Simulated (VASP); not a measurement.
# MgO (Fm-3m) in VASP: elastic constants with LDA

Aim: the elastic constants of MgO with LDA.

Everything below comes from runs of VASP 6.6.1. Logs are shortened: lines on timing, memory, paths and dates and some standing lists are left out, and cuts for length are marked.

### 1 The cell of the first run

It takes space group Fm-3m (No. 225, cubic). The conventional cell has a = 4.159 Å, b = 4.159 Å, c = 4.159 Å, α = 90.00°, β = 90.00°, γ = 90.00°. Mg (site symmetry m-3m) has 6 O at 2.08 Å within 2.8 Å. Within 2.8 Å of O (site symmetry m-3m) lie 6 Mg at 2.08 Å.

### 2 Elastic constants, LDA

File INCAR:

```
SYSTEM = MgO
  ALGO = Normal
  EDIFF = 1E-8
  ENCUT = 600
  GGA = CA
  IBRION = 6
  ISIF = 3
  ISMEAR = 0
  LASPH = .TRUE.
  LCHARG = .TRUE.
  LREAL = .FALSE.
  LWAVE = .FALSE.
  NELM = 100
  NFREE = 2
  NSW = 1
  POTIM = 0.015
  PREC = Accurate
  SIGMA = 0.01
```

File KPOINTS:

```
k-points
0
G
  10 10 10
  0 0 0
```

File POSCAR:

```
MgO
1.0
    2.0795922154      2.0795922154      0.0000000000
   -2.0795922154      2.0795922154      0.0000000000
    0.0000000000      2.0795922154      2.0795922154
Mg O
1 1
Direct
    0.0000000000      0.0000000000      0.0000000000
    0.5000000000      0.5000000000      0.0000000000
```

Potentials or basis: VASP PAW LDA potentials, release 64 (Mg, O).

Run with:

```console
$ cat potpaw_LDA.64/Mg/POTCAR potpaw_LDA.64/O/POTCAR > POTCAR
$ mpirun -np 1 vasp_std > vasp.out
```

OUTCAR:

```text
SYSTEM = MgO
   EDIFF = 1E-8
   ENCUT = 600
   GGA = CA
   IBRION = 6
   ISIF = 3
   ISMEAR = 0
   LASPH = .TRUE.
   LREAL = .FALSE.
   NELM = 100
   NFREE = 2
   NSW = 1
   POTIM = 0.015
   PREC = Accurate

 ion  position               nearest neighbor table
   1  0.000  0.000  0.000-   2 2.08   2 2.08   2 2.08   2 2.08   2 2.08   2 2.08
   2  0.500  0.500  0.000-   1 2.08   1 2.08   1 2.08   1 2.08   1 2.08   1 2.08

  LATTYP: Found a face centered cubic cell.
 ALAT       =     4.1591844308

  Lattice vectors:

 A1 = (   0.0000000000,   2.0795922154,   2.0795922154)
 A2 = (   2.0795922154,   0.0000000000,   2.0795922154)
 A3 = (   2.0795922154,   2.0795922154,   0.0000000000)

Analysis of symmetry for initial positions (statically):
=====================================================================
 Subroutine PRICEL returns:
 Original cell was already a primitive cell.

 Routine SETGRP: Setting up the symmetry group for a
 face centered cubic supercell.

 Subroutine GETGRP returns: Found 48 space group operations
 (whereof 48 operations were pure point group operations)
 out of a pool of 48 trial point group operations.

The static configuration has the point symmetry O_h .

Analysis of symmetry for dynamics (positions and initial velocities):
=====================================================================
 Subroutine PRICEL returns:
 Original cell was already a primitive cell.

 Routine SETGRP: Setting up the symmetry group for a
 face centered cubic supercell.

 Subroutine GETGRP returns: Found 48 space group operations
 (whereof 48 operations were pure point group operations)
 out of a pool of 48 trial point group operations.

The dynamic configuration has the point symmetry O_h .

 Subroutine INISYM returns: Found 48 space group operations
 (whereof 48 operations are pure point group operations),
 and found     1 'primitive' translations

----------------------------------------------------------------------------------------

                                     Primitive cell

  volume of cell :      17.9872

  direct lattice vectors                    reciprocal lattice vectors
     2.079592215  2.079592215  0.000000000     0.240431752  0.240431752 -0.240431752
    -2.079592215  2.079592215  0.000000000    -0.240431752  0.240431752 -0.240431752
     0.000000000  2.079592215  2.079592215     0.000000000  0.000000000  0.480863504

  length of vectors
     2.940987515  2.940987515  2.940987515     0.416440010  0.416440010  0.480863504

  position of ions in fractional coordinates (direct lattice)
     0.000000000  0.000000000  0.000000000
     0.500000000  0.500000000  0.000000000

  ion indices of the primitive-cell ions
   primitive index   ion index
                 1           1
                 2           2

----------------------------------------------------------------------------------------

 KPOINTS: k-points

Automatic generation of k-mesh.
 Grid dimensions read from file:
 generate k-points for:   10   10   10

 Generating k-lattice:

[... 101 lines left out ...]

 number of electron       8.0000000 magnetization

 Free energy of the ion-electron system (eV)
  ---------------------------------------------------
  ext. energy  EPLUGINS =         0.00000000
  ---------------------------------------------------
  free energy    TOTEN  =       -13.44824889 eV

  energy without entropy =      -13.44824889  energy(sigma->0) =      -13.44824889

------------------------ aborting loop because EDIFF is reached ----------------------------------------

  FORCE on cell =-STRESS in cart. coord.  units (eV):
  Direction    XX          YY          ZZ          XY          YZ          ZX
  --------------------------------------------------------------------------------------
  -------------------------------------------------------------------------------------
  Total       -0.2193966     -0.2193966     -0.2193966      0.0000000      0.0000000     -0.0000000
  in kB      -19.5423157    -19.5423157    -19.5423157      0.0000000      0.0000000     -0.0000000
  external PRESSURE =     -19.5423157 kB  Pullay stress =       0.0000000 kB
[... 89 lines left out ...]
  FREE ENERGIE OF THE ION-ELECTRON SYSTEM (eV)
  ---------------------------------------------------
  free  energy   TOTEN  =       -13.4471685686 eV

  energy  without entropy=      -13.4471685686  energy(sigma->0) =      -13.44716857

[... ionic steps 4 to 14 ...]

--------------------------------------- Ionic step       15  -------------------------------------------

 number of electron       8.0000000 magnetization

------------------------ aborting loop because EDIFF is reached ----------------------------------------
[... 67 lines left out ...]
--------------------------------------- Ionic step       17  -------------------------------------------

 number of electron       8.0000000 magnetization

 Free energy of the ion-electron system (eV)
  ---------------------------------------------------
  ext. energy  EPLUGINS =         0.00000000
  ---------------------------------------------------
  free energy    TOTEN  =       -13.44756233 eV

  energy without entropy =      -13.44756233  energy(sigma->0) =      -13.44756233

 E-fermi :   3.2576     XC(G=0): -11.7757

 val. band max:        3.1715496817   @ k =   0.0000   0.0000   0.0000
 cond. band min:       8.2079136324   @ k =   0.0000   0.0000   0.0000
 fundamental gap:      5.0363639508
 Fermi energy:         3.2576118580

 k-point     1 :       0.0000    0.0000    0.0000
  band No.  band energies     occupation
      1     -14.0326      2.00000
      2       3.1712      2.00000
      3       3.1715      2.00000
      4       3.1715      2.00000
      5       8.2079      0.00000
      6      18.9057      0.00000
      7      18.9062      0.00000
      8      18.9062      0.00000
[... 243 lines left out ...]
 k-point    24 :       0.4000    0.3000    0.0000
  band No.  band energies     occupation
      1     -12.3172      2.00000
      2      -0.5890      2.00000
      3       0.3469      2.00000
      4       2.0573      2.00000
      5      13.3395      0.00000
      6      15.4121      0.00000
      7      15.9316      0.00000
      8      21.1422      0.00000

 [... further k-points ...]
[... 5 lines left out ...]
  --------------------------------------------------------------------------------------
  -------------------------------------------------------------------------------------
  Total       -0.2097289     -0.2200145     -0.2200145      0.0000000      0.0000000     -0.0000000
  in kB      -18.6811761    -19.5973528    -19.5973528      0.0000000      0.0000000     -0.0000000
  external PRESSURE =     -19.2919606 kB  Pullay stress =       0.0000000 kB
[... 17 lines left out ...]
  FREE ENERGIE OF THE ION-ELECTRON SYSTEM (eV)
  ---------------------------------------------------
  free  energy   TOTEN  =       -13.4475623343 eV

  energy  without entropy=      -13.4475623343  energy(sigma->0) =      -13.44756233

 INTERNAL STRAIN TENSORS FROM STRAINED CELLS
 ============================================

 INTERNAL STRAIN TENSOR FOR ION    1 for displacements in x,y,z  (eV/Angst):
          X           Y           Z          XY          YZ          ZX
  --------------------------------------------------------------------------------
  x     0.00000     0.00000    -0.00000    -0.00000    -0.00000    -0.00000
  y     0.00000    -0.00000    -0.00000    -0.00000    -0.00000     0.00000
  z     0.00000     0.00000     0.00000     0.00000     0.00000     0.00000

 INTERNAL STRAIN TENSORS FROM DISPLACED ATOMS
 ============================================

 INTERNAL STRAIN TENSOR FOR ION    1 for displacements in x,y,z  (eV/Angst):
          X           Y           Z          XY          YZ          ZX
  --------------------------------------------------------------------------------
  x     0.00000     0.00000     0.00000     0.00000     0.00000     0.00000
  y     0.00000     0.00000     0.00000     0.00000     0.00000     0.00000
  z     0.00000     0.00000     0.00000     0.00000     0.00000     0.00000

 INTERNAL STRAIN TENSOR FOR ION    2 for displacements in x,y,z  (eV/Angst):
          X           Y           Z          XY          YZ          ZX
  --------------------------------------------------------------------------------
  x     0.00000     0.00000     0.00000     0.00000     0.00000     0.00000
  y     0.00000     0.00000     0.00000     0.00000     0.00000     0.00000
  z     0.00000     0.00000     0.00000     0.00000     0.00000     0.00000

 Eigenvectors and eigenvalues of the dynamical matrix
 ----------------------------------------------------

   1 f  =   12.433233 THz    78.120307 2PiTHz  414.728015 cm-1    51.419697 meV
             X         Y         Z           dx          dy          dz
      0.000000  0.000000  0.000000    -0.059674    0.527079    0.340132
      0.000000  2.079592  0.000000     0.073535   -0.649504   -0.419135
[... 21 lines left out ...]
   6 f/i=    0.001143 THz     0.007183 2PiTHz    0.038136 cm-1     0.004728 meV
             X         Y         Z           dx          dy          dz
      0.000000  0.000000  0.000000    -0.192033   -0.598965   -0.455303
      0.000000  2.079592  0.000000    -0.155836   -0.486066   -0.369483

--------------------------------------------------------------------------------------------------------

 ELASTIC MODULI CONTR FROM IONIC RELAXATION (kBar)
 Direction    XX          YY          ZZ          XY          YZ          ZX
 --------------------------------------------------------------------------------
 XX           0.0000      0.0000      0.0000      0.0000      0.0000      0.0000
 YY           0.0000      0.0000      0.0000      0.0000      0.0000      0.0000
 ZZ           0.0000      0.0000      0.0000      0.0000      0.0000      0.0000
 XY           0.0000      0.0000      0.0000      0.0000      0.0000      0.0000
 YZ           0.0000      0.0000      0.0000      0.0000      0.0000      0.0000
 ZX           0.0000      0.0000      0.0000      0.0000      0.0000      0.0000
 --------------------------------------------------------------------------------

 TOTAL ELASTIC MODULI (kBar)
 Direction    XX          YY          ZZ          XY          YZ          ZX
 --------------------------------------------------------------------------------
 XX        3279.0294    956.4221    956.4221      0.0000     -0.0000      0.0000
 YY         956.4221   3279.0294    956.4221      0.0000      0.0000     -0.0000
 ZZ         956.4221    956.4221   3279.0294     -0.0000      0.0000     -0.0000
 XY           0.0000      0.0000     -0.0000   1546.8766      0.0000      0.0000
 YZ          -0.0000      0.0000      0.0000      0.0000   1546.8766      0.0000
 ZX           0.0000     -0.0000     -0.0000      0.0000      0.0000   1546.8766
 --------------------------------------------------------------------------------
```

Wall time 2.2 min (1 thread of Intel Xeon Platinum 8488C (Sapphire Rapids), shared host); peak memory 0.22 GiB.

What came out:

* Elastic constants C11, C12, C44: 328, 96, 155 GPa
* Voigt bulk modulus: 173 GPa
* Highest phonon frequency at Γ, LO-TO splitting left out: 415 cm⁻¹

Phonon frequencies in cm⁻¹ (negative: imaginary):
```
              q point        frequencies
(0.000, 0.000, 0.000)  0 0 0 415 415 415
```

Elastic tensor in Voigt notation (GPa, in the Cartesian axes of the cell as first typed):
```
328  96  96   0   0   0
 96 328  96   0   0   0
 96  96 328   0   0   0
  0   0   0 155   0   0
  0   0   0   0 155   0
  0   0   0   0   0 155
```

Clamped-ion elastic tensor (GPa):
```
328  96  96   0   0   0
 96 328  96   0   0   0
 96  96 328   0   0   0
  0   0   0 155   0   0
  0   0   0   0 155   0
  0   0   0   0   0 155
```

Caveat: the cell is under stress, which shifts elastic constants.
